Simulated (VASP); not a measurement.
# Si2Ge3 (P4_2/mnm) in VASP: a series of runs, part 2 of 2

VASP 6.6.1. Earlier steps stand in the parts before.

## 3. Single point, PBE

This run uses another cell than the first one, of 24.80 Å³/atom.

Contents of INCAR:

```
ALGO = Normal
EDIFF = 1E-7
ENCUT = 520
GGA = PE
ISIF = 2
ISMEAR = 0
LASPH = T
LCHARG = T
LELF = T
LREAL = F
LVHAR = T
LWAVE = F
NBANDS = 61
NELM = 60
PREC = Accurate
SIGMA = 0.1
```

Contents of KPOINTS:

```
k-points
0
Gamma
  4 4 2
```

Contents of POSCAR:

```
Si2Ge3
1.0
    5.1146010020      0.0000000000      0.0000000000
    0.0000000000      5.1146010020      0.0000000000
    0.0000000000      0.0000000000      9.4819864888
Si Ge
4 6
Direct
    0.6801513049      0.3198486951      0.0000000000
    0.3198486951      0.6801513049      0.0000000000
    0.1801513049      0.1801513049      0.5000000000
    0.8198486951      0.8198486951      0.5000000000
    0.0000000000      0.0000000000      0.7150477693
    0.5000000000      0.5000000000      0.2150477693
    0.5000000000      0.5000000000      0.7849522307
    0.0000000000      0.0000000000      0.2849522307
    0.0000000000      0.0000000000      0.0000000000
    0.5000000000      0.5000000000      0.5000000000
```

Potentials or basis: VASP PAW PBE potentials, release 64 (Si, Ge_d).

Launch:

```console
> cat potpaw_PBE.64/Si/POTCAR potpaw_PBE.64/Ge_d/POTCAR > POTCAR
> mpirun -np 1 vasp_std > vasp.out
```

OUTCAR:

```text
EDIFF = 1E-7
   ENCUT = 520
   GGA = PE
   ISIF = 2
   ISMEAR = 0
   LASPH = T
   LREAL = F
   NELM = 60
   PREC = Accurate

 ion  position               nearest neighbor table
   1  0.680  0.320  0.000-   9 2.31   7 2.42   6 2.42   2 2.61
   2  0.320  0.680  0.000-   9 2.31   7 2.42   6 2.42   1 2.61
   3  0.180  0.180  0.500-  10 2.31   8 2.42   5 2.42   4 2.61
   4  0.820  0.820  0.500-  10 2.31   8 2.42   5 2.42   3 2.61
   5  0.000  0.000  0.715-   3 2.42   4 2.42   9 2.70
   6  0.500  0.500  0.215-   1 2.42   2 2.42  10 2.70
   7  0.500  0.500  0.785-   1 2.42   2 2.42  10 2.70
   8  0.000  0.000  0.285-   3 2.42   4 2.42   9 2.70
   9  0.000  0.000  0.000-   1 2.31   2 2.31   5 2.70   8 2.70
  10  0.500  0.500  0.500-   3 2.31   4 2.31   6 2.70   7 2.70

  LATTYP: Found a simple tetragonal cell.
 ALAT       =     5.1146010020
 C/A-ratio  =     1.8539054141

  Lattice vectors:

 A1 = (   5.1146010020,   0.0000000000,   0.0000000000)
 A2 = (   0.0000000000,   5.1146010020,   0.0000000000)
 A3 = (   0.0000000000,   0.0000000000,   9.4819864888)

Analysis of symmetry for initial positions (statically):
=====================================================================
 Subroutine PRICEL returns:
 Original cell was already a primitive cell.

 Routine SETGRP: Setting up the symmetry group for a
 simple tetragonal supercell.

 Subroutine GETGRP returns: Found 16 space group operations
 (whereof  8 operations were pure point group operations)
 out of a pool of 16 trial point group operations.

The static configuration has the point symmetry D_2h.
 The point group associated with its full space group is D_4h.

Analysis of symmetry for dynamics (positions and initial velocities):
=====================================================================
 Subroutine PRICEL returns:
[... 139 lines left out ...]
   LHFCALC =     F    Hartree Fock is set to
   AEXX    =    0.0000 exact exchange contribution
   IVDW    =     0    specifies the selected vdW correction
   LEPSILON=     F    determine dielectric tensor
   LRPA    =     F    only Hartree local field effects (RPA)
 non-spin polarized calculation
 Gauss-broadening in eV      SIGMA  =   0.10
  energy-cutoff  :      520.00
  volume of cell :      248.04
 maximum number of plane-waves:      6718
 NGX is ok and might be reduce to    40
   NGX = 19   NGY = 19   NGZ = 35

 number of electron     100.0000000 magnetization

 number of electron      99.9999976 magnetization

 Free energy of the ion-electron system (eV)
  ---------------------------------------------------
  ext. energy  EPLUGINS =         0.00000000
  ---------------------------------------------------
  free energy    TOTEN  =       -40.66823494 eV

  energy without entropy =      -40.63655564  energy(sigma->0) =      -40.65239529

 E-fermi :   4.1714     XC(G=0):  -9.2631

 val. band max:        4.0239700722   @ k =   0.2500   0.2500   0.0000
 cond. band min:       4.1848816512   @ k =   0.0000   0.0000   0.5000
 fundamental gap:      0.1609115790
 Fermi energy:         4.1713985769

 k-point     1 :       0.0000    0.0000    0.0000
  band No.  band energies     occupation
      1     -20.9119      2.00000
      2     -20.9113      2.00000
      3     -20.8873      2.00000
      4     -20.8873      2.00000
      5     -20.8219      2.00000
      6     -20.8216      2.00000
[... 757 lines left out ...]
     60       7.6325      0.00000
     61       8.3940      0.00000

------------------------ aborting loop because EDIFF is reached ----------------------------------------

  FORCE on cell =-STRESS in cart. coord.  units (eV):
  Direction    XX          YY          ZZ          XY          YZ          ZX
  --------------------------------------------------------------------------------------
  -------------------------------------------------------------------------------------
  Total        0.1002823      0.1002823      0.0719513     -0.0000000      0.0000000      0.0000000
  in kB        0.6477568      0.6477568      0.4647575     -0.0000000      0.0000000      0.0000000
  external PRESSURE =       0.5867571 kB  Pullay stress =       0.0000000 kB

 VOLUME and BASIS-vectors are now :
 -----------------------------------------------------------------------------
  energy-cutoff  :      520.00
  volume of cell :      248.04
      direct lattice vectors                 reciprocal lattice vectors
     5.114601002  0.000000000  0.000000000     0.195518673  0.000000000  0.000000000
     0.000000000  5.114601002  0.000000000     0.000000000  0.195518673  0.000000000
     0.000000000  0.000000000  9.481986489     0.000000000  0.000000000  0.105463133

 POSITION                                       TOTAL-FORCE (eV/Angst)
 -----------------------------------------------------------------------------------
      3.47870      1.63590      0.00000         0.015745     -0.015745      0.000000
      1.63590      3.47870      0.00000        -0.015745      0.015745      0.000000
      0.92140      0.92140      4.74099         0.015745      0.015745      0.000000
      4.19320      4.19320      4.74099        -0.015745     -0.015745      0.000000
      0.00000      0.00000      6.78007         0.000000      0.000000      0.032526
      2.55730      2.55730      2.03908         0.000000      0.000000      0.032526
      2.55730      2.55730      7.44291         0.000000      0.000000     -0.032526
      0.00000      0.00000      2.70191         0.000000      0.000000     -0.032526
      0.00000      0.00000      0.00000         0.000000      0.000000      0.000000
      2.55730      2.55730      4.74099         0.000000      0.000000      0.000000
 -----------------------------------------------------------------------------------
    total drift:                                0.000000      0.000000      0.000000

  FREE ENERGIE OF THE ION-ELECTRON SYSTEM (eV)
  ---------------------------------------------------
  free  energy   TOTEN  =       -40.6682349431 eV

  energy  without entropy=      -40.6365556357  energy(sigma->0) =      -40.65239529
```

OSZICAR:

```text
N       E                     dE             d eps       ncg     rms          rms(c)
DAV:   1     0.116204142269E+04    0.11620E+04   -0.45686E+04  1791   0.357E+03
DAV:   2     0.181114535343E+03   -0.98093E+03   -0.95151E+03  1464   0.990E+02
DAV:   3    -0.232271571757E+02   -0.20434E+03   -0.19752E+03  1613   0.236E+02
DAV:   4    -0.408425988538E+02   -0.17615E+02   -0.17205E+02  1712   0.763E+01
DAV:   5    -0.414788302596E+02   -0.63623E+00   -0.63156E+00  1696   0.149E+01    0.744E+00
DAV:   6    -0.408351822181E+02    0.64365E+00   -0.10093E+00  1697   0.540E+00    0.416E+00
DAV:   7    -0.406678191696E+02    0.16736E+00   -0.73755E-01  1984   0.377E+00    0.807E-01
DAV:   8    -0.406670239947E+02    0.79517E-03   -0.13618E-01  1692   0.216E+00    0.396E-01
DAV:   9    -0.406681353565E+02   -0.11114E-02   -0.11180E-02  1768   0.480E-01    0.184E-01
DAV:  10    -0.406681831184E+02   -0.47762E-04   -0.10661E-03  2281   0.181E-01    0.789E-02
DAV:  11    -0.406682583440E+02   -0.75226E-04   -0.32882E-04  1800   0.844E-02    0.318E-02
DAV:  12    -0.406682320913E+02    0.26253E-04   -0.96962E-05  1782   0.752E-02    0.162E-02
DAV:  13    -0.406682345593E+02   -0.24680E-05   -0.17535E-05  1787   0.213E-02    0.433E-03
DAV:  14    -0.406682350247E+02   -0.46540E-06   -0.22410E-06  1851   0.148E-02    0.323E-03
DAV:  15    -0.406682349431E+02    0.81605E-07   -0.34879E-07  1291   0.420E-03
   1 F= -.40668235E+02 E0= -.40652395E+02  d E =-.316793E-01
```

stdout:

```text
POSCAR found type information on POSCAR SiGe
 POSCAR found :  2 types and      10 ions
 scaLAPACK will be used
 LDA part: xc-table for (Slater+PW92), standard interpolation
 POSCAR, INCAR and KPOINTS ok, starting setup
 FFT: planning ... GRIDC
 FFT: planning ... GRID_SOFT
 FFT: planning ... GRID
 WAVECAR not read
 entering main loop
```

Run time: 2.1 min. Hardware: 1 thread of Intel Xeon 6975P-C (Granite Rapids), shared host; peak memory 0.4 GiB.

What came out:

```yaml
Free_energy: -40.6682 eV
Pressure: 0.1 GPa
Largest_force: 0.033 eV/Å
Band_gap_on_the_k_mesh: zero (bands 50 and 51 overlap by 0.95 eV)
```

Forces in eV/Å, atoms in the order of the input:
```
Si   0.016 -0.016  0.000
Si  -0.016  0.016  0.000
Si   0.016  0.016  0.000
Si  -0.016 -0.016  0.000
Ge   0.000  0.000  0.033
Ge   0.000  0.000  0.033
Ge   0.000  0.000 -0.033
Ge   0.000  0.000 -0.033
Ge   0.000  0.000  0.000
Ge   0.000  0.000  0.000
```

## 4. Relaxation of cell and atoms, PBE

Contents of INCAR:

```
SYSTEM = Si2Ge3
  PREC = Accurate
  ENCUT = 600
  EDIFF = 1E-6
  ISMEAR = 0
  SIGMA = 0.1
  LREAL = .False.
  LASPH = .True.
  NELM = 100
  ALGO = Normal
  ISIF = 3
  LWAVE = .False.
  LCHARG = .False.
  GGA = PE
  IBRION = 2
  NSW = 90
  EDIFFG = -0.04
```

Contents of KPOINTS:

```
Automatic mesh
0
Gamma
  4 4 2
  0 0 0
```

Contents of POSCAR:

```
Si2Ge3
1.0
    4.5553814500      0.0000000000      0.0000000000
    0.0000000000      4.5553814500      0.0000000000
    0.0000000000      0.0000000000      8.6504562400
Si Ge
4 6
Direct
    0.7242432500      0.2757567500      0.0000000000
    0.2757567500      0.7242432500      0.0000000000
    0.2242432500      0.2242432500      0.5000000000
    0.7757567500      0.7757567500      0.5000000000
    0.0000000000      0.0000000000      0.7033897500
    0.5000000000      0.5000000000      0.2033897500
    0.5000000000      0.5000000000      0.7966102500
    0.0000000000      0.0000000000      0.2966102500
    0.0000000000      0.0000000000      0.0000000000
    0.5000000000      0.5000000000      0.5000000000
```

Launch:

```console
> cat potpaw_PBE.64/Si/POTCAR potpaw_PBE.64/Ge_d/POTCAR > POTCAR
> mpirun -np 1 vasp_std > vasp.out
```

It took 12 min on 1 thread of Intel Xeon 6975P-C (Granite Rapids), shared host; peak memory 0.36 GiB.

The run converged. Its results:

```yaml
Free_energy: -40.6546 eV
Relaxed_volume: 24.78 Å³/atom
Relaxed_cell: a = 5.107 Å, b = 5.107 Å, c = 9.500 Å, α = 90.00°, β = 90.00°, γ = 90.00°
Space_group_after_relaxing_to_0.1_Å: P4_2/mnm (No. 136)
Energy_gained_by_relaxing: 1343.8 meV/atom
Ionic_steps: 14
Pressure_after_relaxing: -0.1 GPa
Largest_force_after_relaxing: 0.016 eV/Å
Band_gap_on_the_k_mesh: zero (bands 50 and 51 overlap by 0.96 eV)
```

Forces in eV/Å, atoms in the order of the input:
```
Si  -0.002  0.002  0.000
Si   0.002 -0.002  0.000
Si  -0.002 -0.002  0.000
Si   0.002  0.002  0.000
Ge   0.000  0.000 -0.016
Ge   0.000  0.000 -0.016
Ge   0.000  0.000  0.016
Ge   0.000  0.000  0.016
Ge   0.000  0.000  0.000
Ge   0.000  0.000  0.000
```

Stress tensor (GPa, compression positive):
```
 0.02  0.00  0.00
 0.00  0.02  0.00
 0.00  0.00 -0.21
```

Step by step:
```tsv
step	energy change (eV)	largest force (eV/Å)	pressure (GPa)	volume (Å³)
1	0.0000	14.9909	48.04	179.51
2	-5.8393	10.1815	6.20	355.07
3	-11.5713	3.6671	7.09	244.71
4	-11.6718	3.5185	7.40	241.18
5	-11.8157	3.1259	11.15	221.85
6	-11.8399	3.1313	9.33	229.86
7	-12.5337	0.7748	-5.21	286.06
8	-13.3429	0.5776	-1.31	257.50
9	-13.3449	0.6221	-1.07	256.58
10	-13.3451	0.6493	-0.94	256.03
11	-13.4190	0.3308	-0.30	250.50
12	-13.4361	0.0647	0.27	246.33
13	-13.4361	0.0763	0.25	246.52
14	-13.4375	0.0158	-0.06	247.78
```

Final structure:
```
Si Ge
1.0
     5.10714    0.00000    0.00000
     0.00000    5.10714    0.00000
     0.00000    0.00000    9.49962
Si Ge
4 6
Direct
  0.67989 0.32011 0.00000
  0.32011 0.67989 0.00000
  0.17989 0.17989 0.50000
  0.82011 0.82011 0.50000
  0.00000 0.00000 0.71552
  0.50000 0.50000 0.21552
  0.50000 0.50000 0.78448
  0.00000 0.00000 0.28448
  0.00000 0.00000 0.00000
  0.50000 0.50000 0.50000
```

Levels at points of the mesh, in eV from the Fermi level:
| k point | band 47 | band 48 | band 49 | band 50 | band 51 | band 52 | band 53 | band 54 |
| --- | --- | --- | --- | --- | --- | --- | --- | --- |
| (0.00, 0.00, 0.00) | -1.27 | -1.16 | -1.16 | -0.92 | 0.07 | 0.15 | 0.15 | 0.40 |
| (0.50, 0.00, 0.00) | -1.70 | -1.70 | -1.47 | -1.47 | -0.29 | -0.29 | 2.13 | 2.13 |
| (0.50, 0.50, 0.00) | -0.86 | -0.86 | 0.66 | 0.66 | 0.80 | 0.80 | 1.02 | 1.02 |
| (0.00, 0.00, 0.50) | -1.11 | -1.11 | -1.04 | -1.04 | 0.03 | 0.03 | 0.04 | 0.04 |
| (0.50, 0.00, 0.50) | -1.06 | -1.06 | -1.00 | -1.00 | 0.28 | 0.28 | 0.59 | 0.59 |
| (0.50, 0.50, 0.50) | -0.82 | -0.82 | -0.21 | -0.21 | 0.11 | 0.11 | 1.45 | 1.45 |

Caveat: the k points lie up to 0.33 Å⁻¹ apart in the final cell, too coarse for converged energies and pressures of a metal; the volume moved by over 15 % at a fixed basis, so the end points are rough.

## 5. The runs side by side

| task | cell | cutoff (eV) | gap on the mesh (eV) | pressure (GPa) | largest force (eV/Å) |
| --- | --- | --- | --- | --- | --- |
| single point | a = 4.555, b = 4.555, c = 8.650 Å, 10 atoms, atomic positions A | 520 | none | 48.0 | 14.99 |
| single point | a = 5.115, b = 5.115, c = 9.482 Å, 10 atoms, atomic positions B | 520 | none | 0.1 | 0.03 |
| relaxation of cell and atoms | relaxed from a = 4.555, b = 4.555, c = 8.650 Å, 10 atoms, atomic positions A | 600 | none | -0.1 | 0.02 |

Alike in all rows: level PBE; potentials or basis VASP PAW PBE potentials, release 64 (Si, Ge_d); no spin polarisation; k mesh 4 × 4 × 2; smearing gaussian 0.1 eV.

Caveats: some runs use coarse meshes; forces of over 1 eV/Å act on the atoms, so gaps and moduli don't describe the material at rest (at least some runs); the volume moved by over 15 % at a fixed basis, so the end points are rough (at least some runs).

Total energies depend on the potentials used, so only differences within one code and one set of settings carry meaning.
